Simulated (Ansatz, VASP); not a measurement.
## Ta5Si: VASP beside Ansatz

Contents of INCAR:

```
SYSTEM = Ta5Si
ALGO     = Normal         ! electronic algorithm
EDIFF    = 1E-7           ! SCF threshold, eV
EDIFFG   = -0.04          ! ionic threshold
ENCUT    = 600            ! plane-wave cutoff, eV
GGA      = PE             ! functional
IBRION   = 2              ! ionic algorithm
ISIF     = 3              ! what is computed and relaxed
ISMEAR   = 0              ! smearing method
LASPH    = .True.         ! aspherical terms in the spheres
LCHARG   = .False.        ! write CHGCAR
LREAL    = .False.        ! projectors in reciprocal space
LWAVE    = .False.        ! write WAVECAR
NELM     = 60             ! most SCF steps
NSW      = 90             ! ionic steps
PREC     = Accurate       ! precision mode
SIGMA    = 0.1            ! smearing width, eV
```

Contents of KPOINTS:

```
k-points
0
Gamma
  4 4 4
  0 0 0
```

POSCAR

```
Ta5Si
1.0
    0.0000000000      3.6505364000      3.6505364000
    3.6505364000      0.0000000000      3.6505364000
    3.6505364000      3.6505364000      0.0000000000
Ta Si
5 1
Direct
    0.7500000000      0.7500000000      0.7500000000
    0.3758891600      0.3758891600      0.8723325100
    0.3758891600      0.8723325100      0.3758891600
    0.3758891600      0.3758891600      0.3758891600
    0.8723325100      0.3758891600      0.3758891600
    0.0000000000      0.0000000000      0.0000000000
```

Input for Ansatz:

```yaml
crystal:
  lattice:
    - [0.0, 3.6505364, 3.6505364]
    - [3.6505364, 0.0, 3.6505364]
    - [3.6505364, 3.6505364, 0.0]
  atoms:
    - { symbol: Ta, position: [0.75, 0.75, 0.75] }
    - { symbol: Ta, position: [0.37588916, 0.37588916, 0.87233251] }
    - { symbol: Ta, position: [0.37588916, 0.87233251, 0.37588916] }
    - { symbol: Ta, position: [0.37588916, 0.37588916, 0.37588916] }
    - { symbol: Ta, position: [0.87233251, 0.37588916, 0.37588916] }
    - { symbol: Si, position: [0.0, 0.0, 0.0] }
basis:
  ecutwfc: 420
kpoints:
  mp_grid: { grid: [4, 4, 4] }
hamiltonian:
  xc: pbe
scf:
  occupations: { method: gaussian, width: 0.1 }
  lower_state_search: "off"
output:
  forces: true
  stress: true
  eigenvalues: true
relax:
  adjacent_minimum: "off"
  f_tol: 0.04
  max_steps: 70
  cell: { stress_tol: 0.4 }
```

Change from the starting cell: species swapped into the ZrCu5 type (F-43m, No. 216).

Alike in both runs: task relaxation of cell and atoms; functional PBE; k mesh 4 × 4 × 4; occupations gaussian, width 0.1 eV; no spin polarisation.

```csv
,VASP,Ansatz
version,VASP 6.6.1,Ansatz 0.2.0
potentials or method,"VASP PAW PBE potentials, release 64 (Ta_pv, Si), cutoff 600 eV","scalar-relativistic, plane waves, PAW"
valence electrons in the cell,59,69
```

VASP gave:

| Property | Result |
| --- | --- |
| gap on the k mesh at the Fermi level, each at its own relaxed structure (eV) | none |
| relaxed volume (Å³/atom) | 18.74 |
| relaxed cell length with the largest relative difference (Å) | 5.418 |

Problem. Which values does Ansatz return?

Solution. gap on the k mesh at the Fermi level, each at its own relaxed structure (eV): none; relaxed volume (Å³/atom): 18.72; relaxed cell length with the largest relative difference (Å): 5.416.

A gap of «none» marks a metal or a gap that the smearing closes. VASP's potentials hold 59 valence electrons a cell and Ansatz's 69, so a difference there can come from the potentials and not from the codes.

The k mesh is coarse, so the values compare programs but aren't converged. Spin-orbit coupling is off throughout. Noted on VASP's run: the volume moved by over 15 % at a fixed basis, so the end points are rough.
